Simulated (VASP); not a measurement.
# Li (I4_1/amd) in VASP: relaxation of cell and atoms with PBE

Aim: the relaxation of cell and atoms of Li with PBE.

Program: VASP 6.6.1. These are calculated values, not measurements. Logs are shortened: lines on timing, memory, paths and dates and some standing lists are left out, and cuts for length are marked.

### 1 The cell of the first run

It takes space group I4_1/amd (No. 141, tetragonal). The conventional cell has a = 5.498 Å, b = 5.498 Å, c = 3.002 Å, α = 90.00°, β = 90.00°, γ = 90.00°. Within 3.8 Å of Li (site symmetry -4m2) lie 10 Li at 2.85 to 3.55 Å.

### 2 Relaxation of cell and atoms, PBE

INCAR reads:

```
SYSTEM = Li
PREC = Accurate
ENCUT = 600
EDIFF = 1E-6
ISMEAR = -1
SIGMA = 0.1
LREAL = .FALSE.
LASPH = .TRUE.
NELM = 60
ALGO = Normal
ISIF = 3
LWAVE = .FALSE.
LCHARG = .FALSE.
GGA = PE
IBRION = 2
NSW = 80
EDIFFG = -0.01
ISYM = 0
```

KPOINTS reads:

```
regular mesh
0
G
  12 12 8
  0 0 0
```

POSCAR reads:

```
Li
1.0
   -2.7491560018      2.7491560018      1.5010391770
    2.7491560018     -2.7491560018      1.5010391770
    2.7491560018      2.7491560018     -1.5010391770
Li
2
Direct
    0.0000000000      0.0000000000      0.0000000000
    0.7500000000      0.2500000000      0.5000000000
```

Potentials or basis: VASP PAW PBE potentials, release 64 (Li_sv).

Run with:

```bash
$ cat potpaw_PBE.64/Li_sv/POTCAR > POTCAR
$ mpirun -np 1 vasp_std > vasp.out
```

OUTCAR:

```text
SYSTEM = Li
   PREC = Accurate
   ENCUT = 600
   EDIFF = 1E-6
   ISMEAR = -1
   LREAL = .FALSE.
   LASPH = .TRUE.
   NELM = 60
   ISIF = 3
   GGA = PE
   IBRION = 2
   NSW = 80
   EDIFFG = -0.01
   ISYM = 0

 ion  position               nearest neighbor table
   1  0.000  0.000  0.000-
   2  0.750  0.250  0.500-

IMPORTANT INFORMATION: All symmetrisations will be switched off!
NOSYMM: (Re-)initialisation of all symmetry stuff for point group C_1.

----------------------------------------------------------------------------------------

                                     Primitive cell

  volume of cell :      45.3786

  direct lattice vectors                    reciprocal lattice vectors
    -2.749156002  2.749156002  1.501039177     0.000000000  0.181874000  0.333102565
     2.749156002 -2.749156002  1.501039177     0.181874000  0.000000000  0.333102565
     2.749156002  2.749156002 -1.501039177     0.181874000  0.181874000  0.000000000

  length of vectors
     4.167593557  4.167593557  4.167593557     0.379520053  0.379520053  0.257208678

  position of ions in fractional coordinates (direct lattice)
     0.000000000  0.000000000  0.000000000
     0.750000000  0.250000000  0.500000000

  ion indices of the primitive-cell ions
   primitive index   ion index
                 1           1
                 2           2

----------------------------------------------------------------------------------------

 KPOINTS: regular mesh

Automatic generation of k-mesh.
 Grid dimensions read from file:
 generate k-points for:   12   12    8

 Generating k-lattice:

  Cartesian coordinates                     Fractional coordinates (reciprocal lattice)
     0.000000000  0.015156167  0.027758547     0.083333333  0.000000000  0.000000000
     0.015156167  0.000000000  0.027758547     0.000000000  0.083333333  0.000000000
     0.022734250  0.022734250  0.000000000     0.000000000  0.000000000  0.125000000

  Length of vectors
     0.031626671  0.031626671  0.032151085

  Shift w.r.t. Gamma in fractional coordinates (k-lattice)
     0.000000000  0.000000000  0.000000000

 -----------------------------------------------------------------------------
|                                                                             |
|           W    W    AA    RRRRR   N    N  II  N    N   GGGG   !!!           |
|           W    W   A  A   R    R  NN   N  II  NN   N  G    G  !!!           |
|           W    W  A    A  R    R  N N  N  II  N N  N  G       !!!           |
|           W WW W  AAAAAA  RRRRR   N  N N  II  N  N N  G  GGG   !            |
|           WW  WW  A    A  R   R   N   NN  II  N   NN  G    G                |
|           W    W  A    A  R    R  N    N  II  N    N   GGGG   !!!           |
|                                                                             |
|     Your reciprocal lattice and k-lattice belong to different lattice       |
|     classes:                                                                |
|                                                                             |
|        The reciprocal lattice is body-centered tetragonal,                  |
|        whereas your k-lattice is base-centered monoclinic.                  |
|                                                                             |
|     Results are often still useful ...                                      |
|                                                                             |
 -----------------------------------------------------------------------------

 WARNING: IBZKPT: internal override: KBLOWUP is changed to .FALSE.
      ... skipping the blow-up phase ...

 Subroutine IBZKPT returns following result:
 ===========================================

 Found    580 irreducible k-points:

 Following reciprocal coordinates:
            Coordinates               Weight
  0.000000  0.000000  0.000000      1.000000
  0.083333  0.000000  0.000000      2.000000
  0.166667  0.000000  0.000000      2.000000
  0.250000  0.000000  0.000000      2.000000
  0.333333 -0.000000  0.000000      2.000000
  0.416667  0.000000  0.000000      2.000000
[... 16 lines left out ...]
  0.250000  0.166667  0.000000      2.000000
  0.333333  0.166667  0.000000      2.000000
 [... further k-points ...]
   k-points           NKPTS =    580   k-points in BZ     NKDIM =    580   number of bands    NBANDS=      7
   number of dos      NEDOS =    301   number of ions     NIONS =      2
   total plane-waves  NPLWV =  46656
   dimension x,y,z NGX =    36 NGY =   36 NGZ =   36
   dimension x,y,z NGXF=    72 NGYF=   72 NGZF=   72
   ions per type =               2
   NGX,Y,Z   is equivalent  to a cutoff of  14.36, 14.36, 14.36 a.u.
   NGXF,Y,Z  is equivalent  to a cutoff of  28.72, 28.72, 28.72 a.u.
 SYSTEM =  Li
   PREC   = accura    normal or accurate (medium, high low for compatibility)
   ISTART =      0    job   : 0-new  1-cont  2-samecut
   ICHARG =      2    charge: 1-file 2-atom 10-const
   ISPIN  =      1    spin polarized calculation?
   LNONCOLLINEAR =      F non collinear calculations
   LSORBIT =      F    spin-orbit coupling
   LASPH  =      T    aspherical Exc in radial PAW
   ENCUT  =  600.0 eV  44.10 Ry    6.64 a.u.   8.32  8.32  8.32*2*pi/ulx,y,z
   NELM   =     60;   NELMIN=  2; NELMDL= -5     # of ELM steps
   EDIFF  = 0.1E-05   stopping-criterion for ELM
   LREAL  =      F    real-space projection
   EDIFFG = -.1E-01   stopping-criterion for IOM
   NSW    =     80    number of steps for IOM
   IBRION =      2    ionic relax: 0-MD 1-quasi-New 2-CG
   NFREE  =      1    steps in history (QN), initial steepest desc. (CG)
   ISIF   =      3    stress and relaxation
   ISYM   =      0    0-nonsym 1-usesym 2-fastsym
   POTIM  = 0.5000    time-step for ionic-motion
   TEBEG  =    0.0;   TEEND  =   0.0 temperature during run
   PSTRESS=    0.0 pullay stress
   NELECT =       6.0000    total number of electrons
   NUPDOWN=      -1.0000    fix difference up-down
   EMIN   =  10.00;   EMAX   =-10.00  energy-range for DOS
   EFERMI =   0.00;   METHOD = LEGACY
   ISMEAR =    -1;   SIGMA  =   0.10  broadening in eV -4-tet -1-fermi 0-gaus
   EFERMI_NEDOS =   21; number of points for ismear=-14 and -15
   IALGO  =     38    algorithm
   IMIX   =      4    mixing-type and parameters
     AMIX     =   0.40;   BMIX     =  1.00
     AMIX_MAG =   1.60;   BMIX_MAG =  1.00
  volume/ion in A,a.u.               =      22.69       153.11
  Fermi-wavevector in a.u.,A,eV,Ry     =   0.834017  1.576064  9.464003  0.695585
  Thomas-Fermi vector in A             =   1.947338
   LORBIT       =      0    0 simple, 1 ext, 2 COOP (PROOUT), +10 PAW based schemes
   GGA     = PE    functional components
   LHFCALC =     F    Hartree Fock is set to
   AEXX    =    0.0000 exact exchange contribution
   IVDW    =     0    specifies the selected vdW correction
   LEPSILON=     F    determine dielectric tensor
   LRPA    =     F    only Hartree local field effects (RPA)
 conjugate gradient relaxation of ions
 non-spin polarized calculation
  energy-cutoff  :      600.00
  volume of cell :       45.38
 maximum number of plane-waves:      1533
 NGX is ok and might be reduce to    36
   NGX = 17   NGY = 17   NGZ = 17

--------------------------------------- Ionic step        1  -------------------------------------------

 number of electron       6.0000006 magnetization

 Free energy of the ion-electron system (eV)
  ---------------------------------------------------
  ext. energy  EPLUGINS =         0.00000000
  ---------------------------------------------------
  free energy    TOTEN  =        -3.66315945 eV

  energy without entropy =       -3.63053701  energy(sigma->0) =       -3.64684823

------------------------ aborting loop because EDIFF is reached ----------------------------------------

  FORCE on cell =-STRESS in cart. coord.  units (eV):
  Direction    XX          YY          ZZ          XY          YZ          ZX
  --------------------------------------------------------------------------------------
  -------------------------------------------------------------------------------------
  Total       -0.3409171     -0.3409153     -0.4031396      0.0043623     -0.0018780     -0.0018777
  in kB      -12.0367299    -12.0366688    -14.2336164      0.1540205     -0.0663055     -0.0662959
  external PRESSURE =     -12.7690051 kB  Pullay stress =       0.0000000 kB
[... 93 lines left out ...]
  energy  without entropy=       -3.6534295254  energy(sigma->0) =       -3.66920277

--------------------------------------- Ionic step        4  -------------------------------------------

 number of electron       5.9999998 magnetization

 Free energy of the ion-electron system (eV)
  ---------------------------------------------------
  ext. energy  EPLUGINS =         0.00000000
  ---------------------------------------------------
  free energy    TOTEN  =        -3.68636579 eV

  energy without entropy =       -3.65518953  energy(sigma->0) =       -3.67077766

 E-fermi :   0.6037     XC(G=0):  -7.0767

 val. band max:        0.5977506706   @ k =  -0.4167  -0.0833   0.1250
 cond. band min:       0.6133948515   @ k =   0.5000   0.0833   0.5000
 fundamental gap:      0.0156441809
 Fermi energy:         0.6037361431

 k-point     1 :       0.0000    0.0000    0.0000
  band No.  band energies     occupation
      1     -46.0123      2.00000
      2     -45.9697      2.00000
      3      -2.8977      2.00000
      4       4.3327      0.00000
      5       4.3519      0.00000
      6       6.8212      0.00000
      7       9.4533      0.00000
[... 221 lines left out ...]
 k-point    24 :       0.3333    0.1667    0.0000
  band No.  band energies     occupation
      1     -45.9873      2.00000
      2     -45.9694      2.00000
      3       0.7486      0.38042
      4       2.9666      0.00000
      5       4.4011      0.00000
      6       5.2440      0.00000
      7       7.9843      0.00000

 [... further k-points ...]

------------------------ aborting loop because EDIFF is reached ----------------------------------------

  FORCE on cell =-STRESS in cart. coord.  units (eV):
  Direction    XX          YY          ZZ          XY          YZ          ZX
  --------------------------------------------------------------------------------------
  -------------------------------------------------------------------------------------
  Total        0.0070182      0.0070181      0.0167012      0.0097411     -0.0012490     -0.0012493
  in kB        0.2812228      0.2812182      0.6692301      0.3903321     -0.0500475     -0.0500614
  external PRESSURE =       0.4105570 kB  Pullay stress =       0.0000000 kB
[... 17 lines left out ...]
  FREE ENERGIE OF THE ION-ELECTRON SYSTEM (eV)
  ---------------------------------------------------
  free  energy   TOTEN  =        -3.6863657859 eV

  energy  without entropy=       -3.6551895269  energy(sigma->0) =       -3.67077766

 reached required accuracy - stopping structural energy minimisation
```

Wall time 13 min (1 thread of Intel Xeon 8259CL, shared host); peak memory 0.34 GiB.

What came out:

```yaml
Free_energy: -3.6864 eV
Relaxed_volume: 19.99 Å³/atom
Relaxed_cell: a = 4.000 Å, b = 4.000 Å, c = 4.004 Å, α = 97.37°, β = 97.37°, γ = 138.04°
Space_group_after_relaxing_to_0.1_Å: I4_1/amd (No. 141)
Energy_gained_by_relaxing: 11.6 meV/atom
Ionic_steps: 4
Pressure_after_relaxing: 0.0 GPa
Band_gap_on_the_k_mesh: zero (bands 3 and 4 overlap by 2.81 eV)
```

Step by step:
```
step  energy change (eV)  largest force (eV/Å)  pressure (GPa)  volume (Å³)
   1              0.0000                0.0002           -1.28        45.38
   2             -0.0086                0.0003           -1.05        44.20
   3             -0.0218                0.0005           -0.37        41.32
   4             -0.0232                0.0006            0.04        39.98
```

Final structure:
```xyz
2
Lattice="-2.6411 2.6404 1.4319 2.6404 -2.6411 1.4319 2.6438 2.6438 -1.4331" Properties=species:S:1:pos:R:3 pbc="T T T"
Li   -2.6410    2.6404    1.4319
Li    0.0012    2.6420    0.7154
```

Caveat: the cutoff is under 1.25 times the usual one of these potentials, so pressure, stress and relaxed cells hold a basis-set (Pulay) error.
